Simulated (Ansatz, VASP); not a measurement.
## Two plane-wave programs on FeGe

```
Fe Ge
1.0
     4.60356    0.00000    0.00000
     0.00000    4.60356    0.00000
     0.00000    0.00000    4.60356
Fe Ge
4 4
Direct
  0.13142 0.13142 0.13142
  0.36858 0.86858 0.63142
  0.63142 0.36858 0.86858
  0.86858 0.63142 0.36858
  0.83722 0.83722 0.83722
  0.66278 0.16278 0.33722
  0.33722 0.66278 0.16278
  0.16278 0.33722 0.66278
```

Alike in both runs: functional LDA; k mesh 10 × 10 × 10; occupations gaussian, width 0.03 eV; no spin polarisation.

Ansatz relaxed the structure, and its values are those at the end. VASP's run is a single point on that final structure, the one shown.

|  | VASP | Ansatz |
| --- | --- | --- |
| version | VASP 6.6.1 | Ansatz 0.2.0 |
| potentials or method | VASP PAW LDA potentials, release 64 (Fe, Ge_d), cutoff 520 eV | scalar-relativistic, plane waves, PAW |
| valence electrons in the cell | 88 | 120 |

|  | VASP | Ansatz | Ansatz less VASP |
| --- | --- | --- | --- |
| gap on the k mesh at the Fermi level (eV) | 0.10 | 0.10 | +0.005 |
| least direct gap on the mesh (eV) | 0.12 | 0.13 | +0.005 |
| pressure (GPa) | -7.3 | -8.0 | -0.67 |
| rms of the force components (eV/Å) | 0.019 | 0.000 | -0.0186 |

LDA's correlation is that of Perdew and Zunger in VASP and of Perdew and Wang (1992) in Ansatz. VASP's potentials hold 88 valence electrons a cell and Ansatz's 120, so a difference there can come from the potentials and not from the codes. Ansatz's warnings: stress scf threshold loose.
